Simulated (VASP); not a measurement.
# Yb (Im-3m) in VASP: further runs

Runs on Yb. Level: LDA. Tasks: relaxation of cell and atoms, single point.

Program: VASP 6.6.1. These are calculated values, not measurements. Logs are shortened: lines on timing, memory, paths and dates and some standing lists are left out, and cuts for length are marked.

## Step 1: The cell of the first run

Symmetry: Im-3m, No. 229, cubic system. Conventional cell: a = 4.354 Å, b = 4.354 Å, c = 4.354 Å, α = 90.00°, β = 90.00°, γ = 90.00°. Within 5.0 Å of Yb (site symmetry m-3m) lie 14 Yb at 3.77 to 4.35 Å.

This isn't the form of Yb at room conditions, which is fcc.

## Step 2: Relaxation of cell and atoms, LDA

INCAR

```
  PREC = Accurate
  ENCUT = 600
  EDIFF = 1E-6
  ISMEAR = -1
  SIGMA = 0.1
  LREAL = F
  LASPH = T
  NELM = 80
  ALGO = Normal
  ISIF = 3
  LWAVE = F
  LCHARG = F
  GGA = CA
  IBRION = 2
  NSW = 80
  EDIFFG = -0.01
```

KPOINTS

```
regular mesh
0
Gamma
  10 10 10
```

POSCAR

```
Yb
1.0
   -2.1771999128      2.1771999128      2.1771999128
    2.1771999128     -2.1771999128      2.1771999128
    2.1771999128      2.1771999128     -2.1771999128
Yb
1
Direct
    0.0000000000      0.0000000000      0.0000000000
```

Potentials or basis: VASP PAW PBE potentials, release 64 (Yb).

Started as:

```bash
$ cat potpaw_PBE.64/Yb/POTCAR > POTCAR
$ mpirun -np 1 vasp_std > vasp.out
```

OUTCAR:

```text
PREC = Accurate
   ENCUT = 600
   EDIFF = 1E-6
   ISMEAR = -1
   LREAL = F
   LASPH = T
   NELM = 80
   ISIF = 3
   GGA = CA
   IBRION = 2
   NSW = 80
   EDIFFG = -0.01

 ion  position               nearest neighbor table
   1  0.000  0.000  0.000-

  LATTYP: Found a body centered cubic cell.
 ALAT       =     4.3543998256

  Lattice vectors:

 A1 = (  -2.1771999128,   2.1771999128,   2.1771999128)
 A2 = (   2.1771999128,  -2.1771999128,   2.1771999128)
 A3 = (   2.1771999128,   2.1771999128,  -2.1771999128)

Analysis of symmetry for initial positions (statically):
=====================================================================
 Subroutine PRICEL returns:
 Original cell was already a primitive cell.

 Routine SETGRP: Setting up the symmetry group for a
 body centered cubic supercell.

 Subroutine GETGRP returns: Found 48 space group operations
 (whereof 48 operations were pure point group operations)
 out of a pool of 48 trial point group operations.

The static configuration has the point symmetry O_h .

Analysis of symmetry for dynamics (positions and initial velocities):
=====================================================================
 Subroutine PRICEL returns:
 Original cell was already a primitive cell.

 Routine SETGRP: Setting up the symmetry group for a
 body centered cubic supercell.

 Subroutine GETGRP returns: Found 48 space group operations
 (whereof 48 operations were pure point group operations)
 out of a pool of 48 trial point group operations.

The dynamic configuration has the point symmetry O_h .

 Subroutine INISYM returns: Found 48 space group operations
 (whereof 48 operations are pure point group operations),
 and found     1 'primitive' translations

----------------------------------------------------------------------------------------

                                     Primitive cell

  volume of cell :      41.2814

  direct lattice vectors                    reciprocal lattice vectors
    -2.177199913  2.177199913  2.177199913     0.000000000  0.229652774  0.229652774
     2.177199913 -2.177199913  2.177199913     0.229652774  0.000000000  0.229652774
     2.177199913  2.177199913 -2.177199913     0.229652774  0.229652774  0.000000000

  length of vectors
     3.771020867  3.771020867  3.771020867     0.324778068  0.324778068  0.324778068

  position of ions in fractional coordinates (direct lattice)
     0.000000000  0.000000000  0.000000000

  ion indices of the primitive-cell ions
   primitive index   ion index
                 1           1

----------------------------------------------------------------------------------------

 KPOINTS: regular mesh

Automatic generation of k-mesh.
 Grid dimensions read from file:
 generate k-points for:   10   10   10

 Generating k-lattice:

  Cartesian coordinates                     Fractional coordinates (reciprocal lattice)
     0.000000000  0.022965277  0.022965277     0.100000000  0.000000000  0.000000000
     0.022965277  0.000000000  0.022965277     0.000000000  0.100000000  0.000000000
     0.022965277  0.022965277  0.000000000     0.000000000  0.000000000  0.100000000

  Length of vectors
     0.032477807  0.032477807  0.032477807

  Shift w.r.t. Gamma in fractional coordinates (k-lattice)
     0.000000000  0.000000000  0.000000000

 Subroutine IBZKPT returns following result:
 ===========================================

 Found     47 irreducible k-points:

 Following reciprocal coordinates:
            Coordinates               Weight
  0.000000  0.000000  0.000000      1.000000
  0.100000  0.000000  0.000000     12.000000
  0.200000  0.000000  0.000000     12.000000
  0.300000  0.000000  0.000000     12.000000
  0.400000  0.000000  0.000000     12.000000
  0.500000  0.000000  0.000000      6.000000
[... 16 lines left out ...]
  0.300000  0.300000  0.100000      8.000000
 -0.300000  0.300000  0.100000     24.000000
 [... further k-points ...]
   k-points           NKPTS =     47   k-points in BZ     NKDIM =     47   number of bands    NBANDS=     16
   number of dos      NEDOS =    301   number of ions     NIONS =      1
   total plane-waves  NPLWV =  27000
   dimension x,y,z NGX =    30 NGY =   30 NGZ =   30
   dimension x,y,z NGXF=    60 NGYF=   60 NGZF=   60
   ions per type =               1
   NGX,Y,Z   is equivalent  to a cutoff of  13.23, 13.23, 13.23 a.u.
   NGXF,Y,Z  is equivalent  to a cutoff of  26.45, 26.45, 26.45 a.u.
 SYSTEM =  unknown system
   PREC   = accura    normal or accurate (medium, high low for compatibility)
   ISTART =      0    job   : 0-new  1-cont  2-samecut
   ICHARG =      2    charge: 1-file 2-atom 10-const
   ISPIN  =      1    spin polarized calculation?
   LNONCOLLINEAR =      F non collinear calculations
   LSORBIT =      F    spin-orbit coupling
   LASPH  =      T    aspherical Exc in radial PAW
   ENCUT  =  600.0 eV  44.10 Ry    6.64 a.u.   7.53  7.53  7.53*2*pi/ulx,y,z
   NELM   =     80;   NELMIN=  2; NELMDL= -5     # of ELM steps
   EDIFF  = 0.1E-05   stopping-criterion for ELM
   LREAL  =      F    real-space projection
   EDIFFG = -.1E-01   stopping-criterion for IOM
   NSW    =     80    number of steps for IOM
   IBRION =      2    ionic relax: 0-MD 1-quasi-New 2-CG
   NFREE  =      1    steps in history (QN), initial steepest desc. (CG)
   ISIF   =      3    stress and relaxation
   ISYM   =      2    0-nonsym 1-usesym 2-fastsym
   POTIM  = 0.5000    time-step for ionic-motion
   TEBEG  =    0.0;   TEEND  =   0.0 temperature during run
   PSTRESS=    0.0 pullay stress
   NELECT =      24.0000    total number of electrons
   NUPDOWN=      -1.0000    fix difference up-down
   EMIN   =  10.00;   EMAX   =-10.00  energy-range for DOS
   EFERMI =   0.00;   METHOD = LEGACY
   ISMEAR =    -1;   SIGMA  =   0.10  broadening in eV -4-tet -1-fermi 0-gaus
   EFERMI_NEDOS =   21; number of points for ismear=-14 and -15
   IALGO  =     38    algorithm
   IMIX   =      4    mixing-type and parameters
     AMIX     =   0.40;   BMIX     =  1.00
     AMIX_MAG =   1.60;   BMIX_MAG =  1.00
  volume/ion in A,a.u.               =      41.28       278.58
  Fermi-wavevector in a.u.,A,eV,Ry     =   1.366345  2.582017 25.400687  1.866898
  Thomas-Fermi vector in A             =   2.492493
   LORBIT       =      0    0 simple, 1 ext, 2 COOP (PROOUT), +10 PAW based schemes
   GGA     = CA    functional components
   LHFCALC =     F    Hartree Fock is set to
   AEXX    =    0.0000 exact exchange contribution
   IVDW    =     0    specifies the selected vdW correction
   LEPSILON=     F    determine dielectric tensor
   LRPA    =     F    only Hartree local field effects (RPA)
 conjugate gradient relaxation of ions
 non-spin polarized calculation
  energy-cutoff  :      600.00
  volume of cell :       41.28
 maximum number of plane-waves:      1409
   NGX = 15   NGY = 15   NGZ = 15

--------------------------------------- Ionic step        1  -------------------------------------------

 number of electron      24.0000012 magnetization

 Free energy of the ion-electron system (eV)
  ---------------------------------------------------
  ext. energy  EPLUGINS =         0.00000000
  ---------------------------------------------------
  free energy    TOTEN  =        -3.98580465 eV

  energy without entropy =       -3.90198910  energy(sigma->0) =       -3.94389687

------------------------ aborting loop because EDIFF is reached ----------------------------------------

  FORCE on cell =-STRESS in cart. coord.  units (eV):
  Direction    XX          YY          ZZ          XY          YZ          ZX
  --------------------------------------------------------------------------------------
  -------------------------------------------------------------------------------------
  Total       -1.1958006     -1.1958006     -1.1958006     -0.0000000     -0.0000000      0.0000000
  in kB      -46.4103053    -46.4103053    -46.4103053     -0.0000000     -0.0000000      0.0000000
  external PRESSURE =     -46.4103053 kB  Pullay stress =       0.0000000 kB
[... 22 lines left out ...]
--------------------------------------- Ionic step        2  -------------------------------------------

 number of electron      24.0000001 magnetization

 E-fermi :   1.4279     XC(G=0):  -9.9434

 val. band max:        1.3126663459   @ k =  -0.4000   0.5000   0.3000
 cond. band min:       1.4429246882   @ k =  -0.4000  -0.4000   0.2000
 fundamental gap:      0.1302583422
 Fermi energy:         1.4278518865

 k-point     1 :       0.0000    0.0000    0.0000
  band No.  band energies     occupation
      1     -50.0734      2.00000
      2     -22.3992      2.00000
      3     -22.3992      2.00000
      4     -22.3992      2.00000
      5      -3.8052      2.00000
      6       0.8198      1.99543
[... 433 lines left out ...]
      3     -22.5003      2.00000
      4     -22.4299      2.00000
      5      -1.5704      2.00000
      6       0.8141      1.99569
[... 8 lines left out ...]
     15       5.1379      0.00000
     16       6.3484      0.00000

 [... further k-points ...]
[... 5 lines left out ...]
  --------------------------------------------------------------------------------------
  -------------------------------------------------------------------------------------
  Total       -0.8031718     -0.8031718     -0.8031718     -0.0000000     -0.0000000     -0.0000000
  in kB      -37.2546741    -37.2546741    -37.2546741     -0.0000000     -0.0000000     -0.0000000
  external PRESSURE =     -37.2546741 kB  Pullay stress =       0.0000000 kB
[... 51 lines left out ...]
  FREE ENERGIE OF THE ION-ELECTRON SYSTEM (eV)
  ---------------------------------------------------
  free  energy   TOTEN  =        -4.2358497683 eV

  energy  without entropy=       -4.1672378741  energy(sigma->0) =       -4.20154382

[... ionic steps 4 to 70 ...]

--------------------------------------- Ionic step       71  -------------------------------------------

 number of electron      23.9999994 magnetization

------------------------ aborting loop because EDIFF is reached ----------------------------------------
[... 65 lines left out ...]
--------------------------------------- Ionic step       73  -------------------------------------------

 number of electron      23.9999994 magnetization

 Free energy of the ion-electron system (eV)
  ---------------------------------------------------
  ext. energy  EPLUGINS =         0.00000000
  ---------------------------------------------------
  free energy    TOTEN  =        -4.23878167 eV

  energy without entropy =       -4.17103198  energy(sigma->0) =       -4.20490683

 E-fermi :   1.9312     XC(G=0): -10.7221

 val. band max:        1.9255457595   @ k =  -0.4000  -0.4000   0.2000
 cond. band min:       1.9856042789   @ k =   0.3000   0.3000   0.1000
 fundamental gap:      0.0600585194
 Fermi energy:         1.9312236134

 k-point     1 :       0.0000    0.0000    0.0000
  band No.  band energies     occupation
      1     -49.4331      2.00000
      2     -21.6187      2.00000
      3     -21.6187      2.00000
      4     -21.6187      2.00000
      5      -3.5965      2.00000
      6       1.2762      1.99714
[... 433 lines left out ...]
      3     -21.7840      2.00000
      4     -21.6714      2.00000
      5      -1.0491      2.00000
      6       1.2609      1.99755
[... 8 lines left out ...]
     15       6.0272      0.00000
     16       7.4871      0.00000

 [... further k-points ...]
[... 5 lines left out ...]
  --------------------------------------------------------------------------------------
  -------------------------------------------------------------------------------------
  Total        0.0084384      0.0084384      0.0084384      0.0000000      0.0000000      0.0000000
  in kB        0.4603172      0.4603172      0.4603172      0.0000000      0.0000000      0.0000000
  external PRESSURE =       0.4603172 kB  Pullay stress =       0.0000000 kB
[... 16 lines left out ...]
  FREE ENERGIE OF THE ION-ELECTRON SYSTEM (eV)
  ---------------------------------------------------
  free  energy   TOTEN  =        -4.2387816745 eV

  energy  without entropy=       -4.1710319805  energy(sigma->0) =       -4.20490683

 reached required accuracy - stopping structural energy minimisation
```

Wall time 20 min (1 thread of Intel Xeon 6975P-C (Granite Rapids), shared host); peak memory 0.25 GiB.

Results:

* Free energy: -4.2388 eV
* Relaxed volume: 29.37 Å³/atom
* Relaxed cell: a = 3.367 Å, b = 3.367 Å, c = 3.367 Å, α = 109.47°, β = 109.47°, γ = 109.47°
* Space group after relaxing (to 0.1 Å): Im-3m (No. 229)
* Energy gained by relaxing: 253.0 meV/atom
* Ionic steps: 73
* Pressure after relaxing: 0.0 GPa
* Band gap on the k mesh: zero (bands 12 and 13 overlap by 0.62 eV)

The path:
| step | energy change (eV) | largest force (eV/Å) | pressure (GPa) | volume (Å³) |
| --- | --- | --- | --- | --- |
| 1 | 0.0000 | 0.0000 | -4.64 | 41.28 |
| 3 | -0.2500 | 0.0000 | -1.18 | 30.19 |
| 5 | -0.2531 | 0.0000 | -0.14 | 29.09 |
| 7 | -0.2531 | 0.0000 | -0.76 | 29.27 |
| 9 | -0.2531 | 0.0000 | -1.31 | 29.16 |
| 11 | -0.2528 | 0.0000 | 0.19 | 28.87 |
| 13 | -0.2531 | 0.0000 | 0.80 | 29.07 |
| 15 | -0.2531 | 0.0000 | -0.22 | 29.14 |
| 17 | -0.2531 | 0.0000 | -0.14 | 29.13 |
| 19 | -0.2531 | 0.0000 | 1.68 | 29.13 |
| 21 | -0.2531 | 0.0000 | 0.29 | 29.13 |
| 23 | -0.2513 | 0.0000 | -1.12 | 29.94 |
| 25 | -0.2529 | 0.0000 | 0.11 | 29.40 |
| 27 | -0.2528 | 0.0000 | -0.78 | 29.48 |
| 29 | -0.2529 | 0.0000 | 0.53 | 29.45 |
| 31 | -0.2524 | 0.0000 | 0.26 | 29.65 |
| 33 | -0.2516 | 0.0000 | -0.23 | 29.89 |
| 35 | -0.2522 | 0.0000 | -1.10 | 29.70 |
| 37 | -0.2524 | 0.0000 | -0.78 | 29.66 |
| 39 | -0.2525 | 0.0000 | 9.69 | 29.63 |
| 41 | -0.2524 | 0.0000 | -0.39 | 29.65 |
| 43 | -0.2524 | 0.0000 | -0.51 | 29.64 |
| 45 | -0.2525 | 0.0000 | -0.12 | 29.63 |
| 47 | -0.2525 | 0.0000 | -0.47 | 29.62 |
| 49 | -0.2526 | 0.0000 | -0.91 | 29.58 |
| 51 | -0.2526 | 0.0000 | -0.39 | 29.56 |
| 53 | -0.2527 | 0.0000 | 0.12 | 29.52 |
| 55 | -0.2527 | 0.0000 | -0.42 | 29.53 |
| 57 | -0.2527 | 0.0000 | -0.36 | 29.51 |
| 59 | -0.2528 | 0.0000 | -0.78 | 29.49 |
| 61 | -0.2528 | 0.0000 | 0.75 | 29.47 |
| 63 | -0.2528 | 0.0000 | -0.36 | 29.46 |
| 65 | -0.2530 | 0.0000 | -0.20 | 29.37 |
| 67 | -0.2530 | 0.0000 | 0.87 | 29.37 |
| 69 | -0.2529 | 0.0000 | -1.61 | 29.39 |
| 71 | -0.2530 | 0.0000 | 0.24 | 29.37 |
| 73 | -0.2530 | 0.0000 | 0.05 | 29.37 |

Final structure:
```
CELL_PARAMETERS angstrom
-1.94365 1.94365 1.94365
1.94365 -1.94365 1.94365
1.94365 1.94365 -1.94365
ATOMIC_POSITIONS crystal
Yb 0.00000 0.00000 0.00000
```

Levels at points of the mesh, in eV from the Fermi level:
```tsv
k point	band 10	band 11	band 12	band 13	band 14	band 15
(0.00, 0.00, 0.00)	-0.46	-0.46	-0.41	2.97	2.97	2.97
(0.50, 0.00, 0.00)	-0.50	-0.47	-0.44	1.06	1.33	5.10
(0.50, 0.50, 0.50)	-0.58	-0.45	-0.45	-0.45	6.56	6.56
```

Caveat: the volume moved by over 15 % at a fixed basis, so the end points are rough; the PAW data sets were made with another functional, which shifts forces and pressure a little; spin-orbit coupling is left out, which moves the levels of the heavy elements. Spin polarisation is off, so any magnetic state and its effect on volume and gap are missing.

(Part 1 of 2 ends here.)

The gap in the log of VASP goes by the Fermi energy; the results here count the filled bands.